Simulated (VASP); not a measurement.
# SnC2 (P-3m1) in VASP: single point with PBE

Aim: the single point of SnC2 with PBE.

Everything below comes from runs of VASP 6.6.1. Logs are shortened: lines on timing, memory, paths and dates and some standing lists are left out, and cuts for length are marked.

## (1) The cell of the first run

It takes space group P-3m1 (No. 164, trigonal). Conventional cell: a = 4.292 Å, b = 4.292 Å, c = 11.598 Å, α = 90.00°, β = 90.00°, γ = 120.00°. Sn (site symmetry -3m) has 6 Sn at 2.94 Å within 3.9 Å. Sn (site symmetry 3m) has 3 Sn at 2.94 Å within 3.9 Å. C (site symmetry 2) has 3 C at 1.43 Å within 1.9 Å.

## (2) Single point, PBE

The input, INCAR:

```
ALGO = Normal
EDIFF = 1E-7
ENCUT = 520
GGA = PE
ISIF = 2
ISMEAR = 0
LASPH = T
LCHARG = F
LREAL = F
LWAVE = F
NBANDS = 43
NELM = 100
PREC = Accurate
SIGMA = 0.1
```

The input, KPOINTS:

```
k-points
0
Gamma
  12 12 4
```

The input, POSCAR:

```
SnC2
1.0
    4.2918843248      0.0000000000      0.0000000000
   -2.1459421624      3.7168808554      0.0000000000
    0.0000000000      0.0000000000     11.5983394880
Sn C
3 6
Direct
    0.0000000000      0.0000000000      0.5000000000
    0.3333333333      0.6666666667      0.3628364720
    0.6666666667      0.3333333333      0.6371635280
    0.6666563088      0.0000000000      0.0000000000
    0.0000000000      0.3333436912      0.0000000000
    0.3333436912      0.3333436912      0.0000000000
    0.6666563088      0.6666563088      0.0000000000
    0.3333436912      0.0000000000      0.0000000000
    0.0000000000      0.6666563088      0.0000000000
```

Potentials or basis: VASP PAW PBE potentials, release 64 (Sn_d, C).

On the command line:

```console
$ cat potpaw_PBE.64/Sn_d/POTCAR potpaw_PBE.64/C/POTCAR > POTCAR
$ mpirun -np 1 vasp_std > vasp.out
```

OUTCAR:

```text
EDIFF = 1E-7
   ENCUT = 520
   GGA = PE
   ISIF = 2
   ISMEAR = 0
   LASPH = T
   LREAL = F
   NELM = 100
   PREC = Accurate

 ion  position               nearest neighbor table
   1  0.000  0.000  0.500-   2 2.94   3 2.94   3 2.94   2 2.94   3 2.94   2 2.94
   2  0.333  0.667  0.363-   1 2.94   1 2.94   1 2.94
   3  0.667  0.333  0.637-   1 2.94   1 2.94   1 2.94
   4  0.667  0.000  0.000-   8 1.43   7 1.43   5 1.43
   5  0.000  0.333  0.000-   9 1.43   6 1.43   4 1.43
   6  0.333  0.333  0.000-   7 1.43   5 1.43   8 1.43
   7  0.667  0.667  0.000-   6 1.43   9 1.43   4 1.43
   8  0.333  0.000  0.000-   4 1.43   6 1.43   9 1.43
   9  0.000  0.667  0.000-   5 1.43   7 1.43   8 1.43

  LATTYP: Found a hexagonal cell.
 ALAT       =     4.2918843248
 C/A-ratio  =     2.7023886504

  Lattice vectors:

 A1 = (   4.2918843248,   0.0000000000,   0.0000000000)
 A2 = (  -2.1459421624,   3.7168808554,   0.0000000000)
 A3 = (   0.0000000000,   0.0000000000,  11.5983394880)

Analysis of symmetry for initial positions (statically):
=====================================================================
 Subroutine PRICEL returns:
 Original cell was already a primitive cell.

 Routine SETGRP: Setting up the symmetry group for a
 hexagonal supercell.

 Subroutine GETGRP returns: Found 12 space group operations
 (whereof 12 operations were pure point group operations)
 out of a pool of 24 trial point group operations.

The static configuration has the point symmetry D_3d.

Analysis of symmetry for dynamics (positions and initial velocities):
=====================================================================
 Subroutine PRICEL returns:
 Original cell was already a primitive cell.

 Routine SETGRP: Setting up the symmetry group for a
 hexagonal supercell.

 Subroutine GETGRP returns: Found 12 space group operations
 (whereof 12 operations were pure point group operations)
 out of a pool of 24 trial point group operations.

The dynamic configuration has the point symmetry D_3d.

 Subroutine INISYM returns: Found 12 space group operations
 (whereof 12 operations are pure point group operations),
 and found     1 'primitive' translations

----------------------------------------------------------------------------------------

                                     Primitive cell

  volume of cell :     185.0216

  direct lattice vectors                    reciprocal lattice vectors
     4.291884325  0.000000000  0.000000000     0.232997892  0.134521396  0.000000000
    -2.145942162  3.716880855  0.000000000     0.000000000  0.269042791  0.000000000
     0.000000000  0.000000000 11.598339488     0.000000000  0.000000000  0.086219239

  length of vectors
     4.291884325  4.291884325 11.598339488     0.269042791  0.269042791  0.086219239

  position of ions in fractional coordinates (direct lattice)
     0.000000000  0.000000000  0.500000000
     0.333333333  0.666666667  0.362836472
     0.666666667  0.333333333  0.637163528
     0.666656309  0.000000000  0.000000000
     0.000000000  0.333343691  0.000000000
     0.333343691  0.333343691  0.000000000
     0.666656309  0.666656309  0.000000000
     0.333343691  0.000000000  0.000000000
     0.000000000  0.666656309  0.000000000

  ion indices of the primitive-cell ions
   primitive index   ion index
                 1           1
                 2           2
                 3           3
                 4           4
                 5           5
                 6           6
                 7           7
                 8           8
                 9           9

----------------------------------------------------------------------------------------

 KPOINTS: k-points

Automatic generation of k-mesh.
 Grid dimensions read from file:
 generate k-points for:   12   12    4

 Generating k-lattice:

  Cartesian coordinates                     Fractional coordinates (reciprocal lattice)
     0.019416491  0.011210116  0.000000000     0.083333333  0.000000000  0.000000000
     0.000000000  0.022420233  0.000000000     0.000000000  0.083333333  0.000000000
     0.000000000  0.000000000  0.021554810     0.000000000  0.000000000  0.250000000

  Length of vectors
     0.022420233  0.022420233  0.021554810

  Shift w.r.t. Gamma in fractional coordinates (k-lattice)
     0.000000000  0.000000000  0.000000000

 Subroutine IBZKPT returns following result:
 ===========================================

 Found     69 irreducible k-points:

 Following reciprocal coordinates:
            Coordinates               Weight
  0.000000  0.000000  0.000000      1.000000
  0.083333  0.000000  0.000000      6.000000
  0.166667  0.000000  0.000000      6.000000
  0.250000  0.000000  0.000000      6.000000
  0.333333  0.000000  0.000000      6.000000
  0.416667  0.000000  0.000000      6.000000
[... 16 lines left out ...]
  0.166667  0.000000  0.250000      6.000000
  0.000000  0.166667  0.250000      6.000000
 [... further k-points ...]
   k-points           NKPTS =     69   k-points in BZ     NKDIM =     69   number of bands    NBANDS=     43
   number of dos      NEDOS =    301   number of ions     NIONS =      9
   total plane-waves  NPLWV =  92160
   dimension x,y,z NGX =    32 NGY =   32 NGZ =   90
   dimension x,y,z NGXF=    64 NGYF=   64 NGZF=  180
   ions per type =               3   6
   NGX,Y,Z   is equivalent  to a cutoff of  12.40, 12.40, 12.90 a.u.
   NGXF,Y,Z  is equivalent  to a cutoff of  24.79, 24.79, 25.80 a.u.
 SYSTEM =  unknown system
   PREC   = accura    normal or accurate (medium, high low for compatibility)
   ISTART =      0    job   : 0-new  1-cont  2-samecut
   ICHARG =      2    charge: 1-file 2-atom 10-const
   ISPIN  =      1    spin polarized calculation?
   LNONCOLLINEAR =      F non collinear calculations
   LSORBIT =      F    spin-orbit coupling
   LASPH  =      T    aspherical Exc in radial PAW
   ENCUT  =  520.0 eV  38.22 Ry    6.18 a.u.   7.98  7.98 21.57*2*pi/ulx,y,z
   NELM   =    100;   NELMIN=  2; NELMDL= -5     # of ELM steps
   EDIFF  = 0.1E-06   stopping-criterion for ELM
   LREAL  =      F    real-space projection
   EDIFFG = 0.1E-05   stopping-criterion for IOM
   NSW    =      0    number of steps for IOM
   IBRION =     -1    ionic relax: 0-MD 1-quasi-New 2-CG
   NFREE  =      0    steps in history (QN), initial steepest desc. (CG)
   ISIF   =      2    stress and relaxation
   ISYM   =      2    0-nonsym 1-usesym 2-fastsym
   POTIM  = 0.5000    time-step for ionic-motion
   TEBEG  =    0.0;   TEEND  =   0.0 temperature during run
   PSTRESS=    0.0 pullay stress
   NELECT =      66.0000    total number of electrons
   NUPDOWN=      -1.0000    fix difference up-down
   EMIN   =  10.00;   EMAX   =-10.00  energy-range for DOS
   EFERMI =   0.00;   METHOD = LEGACY
   ISMEAR =     0;   SIGMA  =   0.10  broadening in eV -4-tet -1-fermi 0-gaus
   EFERMI_NEDOS =   21; number of points for ismear=-14 and -15
   IALGO  =     38    algorithm
   IMIX   =      4    mixing-type and parameters
     AMIX     =   0.40;   BMIX     =  1.00
     AMIX_MAG =   1.60;   BMIX_MAG =  1.00
  volume/ion in A,a.u.               =      20.56       138.73
  Fermi-wavevector in a.u.,A,eV,Ry     =   1.161044  2.194055 18.340967  1.348023
  Thomas-Fermi vector in A             =   2.297620
   LORBIT       =      0    0 simple, 1 ext, 2 COOP (PROOUT), +10 PAW based schemes
   GGA     = PE    functional components
   LHFCALC =     F    Hartree Fock is set to
   AEXX    =    0.0000 exact exchange contribution
   IVDW    =     0    specifies the selected vdW correction
   LEPSILON=     F    determine dielectric tensor
   LRPA    =     F    only Hartree local field effects (RPA)
 non-spin polarized calculation
 Gauss-broadening in eV      SIGMA  =   0.10
  energy-cutoff  :      520.00
  volume of cell :      185.02
 maximum number of plane-waves:      5040
   NGX = 15   NGY = 15   NGZ = 43

 number of electron      66.0000004 magnetization

 Free energy of the ion-electron system (eV)
  ---------------------------------------------------
  ext. energy  EPLUGINS =         0.00000000
  ---------------------------------------------------
  free energy    TOTEN  =       -65.71529807 eV

  energy without entropy =      -65.70554772  energy(sigma->0) =      -65.71042290

 E-fermi :   4.2032     XC(G=0):  -8.4222

 val. band max:        4.1702388735   @ k =   0.0000   0.0000   0.0000
 cond. band min:       4.2147234816   @ k =   0.0833   0.0833   0.5000
 fundamental gap:      0.0444846081
 Fermi energy:         4.2031894763

 k-point     1 :       0.0000    0.0000    0.0000
  band No.  band energies     occupation
      1     -17.7735      2.00000
      2     -17.7735      2.00000
      3     -17.6640      2.00000
      4     -17.6532      2.00000
      5     -17.6532      2.00000
      6     -17.6436      2.00000
[... 35 lines left out ...]
     42       8.3101      0.00000
     43      10.4884      0.00000

 k-point     2 :       0.0833    0.0000    0.0000
  band No.  band energies     occupation
      1     -17.7724      2.00000
      2     -17.7673      2.00000
      3     -17.6633      2.00000
      4     -17.6548      2.00000
      5     -17.6513      2.00000
      6     -17.6444      2.00000
[... 35 lines left out ...]
     42       8.5669      0.00000
     43       9.9134      0.00000

 k-point     3 :       0.1667    0.0000    0.0000
  band No.  band energies     occupation
      1     -17.7694      2.00000
      2     -17.7495      2.00000
      3     -17.6646      2.00000
      4     -17.6537      2.00000
      5     -17.6487      2.00000
      6     -17.6467      2.00000
[... 919 lines left out ...]
      6     -17.6467      2.00000
[... 35 lines left out ...]
     42       9.0567      0.00000
     43       9.7233      0.00000

 k-point    24 :       0.0000    0.1667    0.2500
  band No.  band energies     occupation
      1     -17.7694      2.00000
      2     -17.7495      2.00000
      3     -17.6646      2.00000
      4     -17.6537      2.00000
      5     -17.6487      2.00000
      6     -17.6467      2.00000
[... 35 lines left out ...]
     42       9.0893      0.00000
     43       9.7112      0.00000

 [... further k-points ...]

------------------------ aborting loop because EDIFF is reached ----------------------------------------

  FORCE on cell =-STRESS in cart. coord.  units (eV):
  Direction    XX          YY          ZZ          XY          YZ          ZX
  --------------------------------------------------------------------------------------
  -------------------------------------------------------------------------------------
  Total        0.2075621      0.2075621     -0.0471650      0.0000000      0.0000000      0.0000000
  in kB        1.7973649      1.7973649     -0.4084209      0.0000000      0.0000000      0.0000000
  external PRESSURE =       1.0621030 kB  Pullay stress =       0.0000000 kB

 VOLUME and BASIS-vectors are now :
 -----------------------------------------------------------------------------
  energy-cutoff  :      520.00
  volume of cell :      185.02
      direct lattice vectors                 reciprocal lattice vectors
     4.291884325  0.000000000  0.000000000     0.232997892  0.134521396  0.000000000
    -2.145942162  3.716880855  0.000000000     0.000000000  0.269042791  0.000000000
     0.000000000  0.000000000 11.598339488     0.000000000  0.000000000  0.086219239

 POSITION                                       TOTAL-FORCE (eV/Angst)
 -----------------------------------------------------------------------------------
      0.00000      0.00000      5.79917         0.000000      0.000000      0.000000
     -0.00000      2.47792      4.20830        -0.000000      0.000000     -0.003085
      2.14594      1.23896      7.39004         0.000000      0.000000      0.003085
      2.86121      0.00000      0.00000         0.000049      0.000000      0.000000
     -0.71534      1.23900      0.00000         0.000024     -0.000042      0.000000
      0.71534      1.23900      0.00000        -0.000024     -0.000042     -0.000000
      1.43061      2.47788      0.00000         0.000024      0.000042      0.000000
      1.43067      0.00000      0.00000        -0.000049      0.000000     -0.000000
     -1.43061      2.47788      0.00000        -0.000024      0.000042     -0.000000
 -----------------------------------------------------------------------------------
    total drift:                                0.000000     -0.000000     -0.000000

  FREE ENERGIE OF THE ION-ELECTRON SYSTEM (eV)
  ---------------------------------------------------
  free  energy   TOTEN  =       -65.7152980678 eV

  energy  without entropy=      -65.7055477234  energy(sigma->0) =      -65.71042290
```

Run time: 11 min. Hardware: 1 thread of Oxide Virtual Turin-like, shared host; peak memory 0.53 GiB.

Results:

```yaml
Free_energy: -65.7153 eV
Pressure: 0.1 GPa
Largest_force: 0.003 eV/Å
Band_gap_on_the_k_mesh: zero (band 33 reaches 4.41 eV, above the bottom of band 34 at 4.10 eV)
```

Forces in eV/Å, atoms in the order of the input:
```
Sn   0.000  0.000  0.000
Sn   0.000  0.000 -0.003
Sn   0.000  0.000  0.003
C    0.000  0.000  0.000
C    0.000  0.000  0.000
C    0.000  0.000  0.000
C    0.000  0.000  0.000
C    0.000  0.000  0.000
C    0.000  0.000  0.000
```

Caveat: spin-orbit coupling is left out, which moves the levels of the heavy elements.
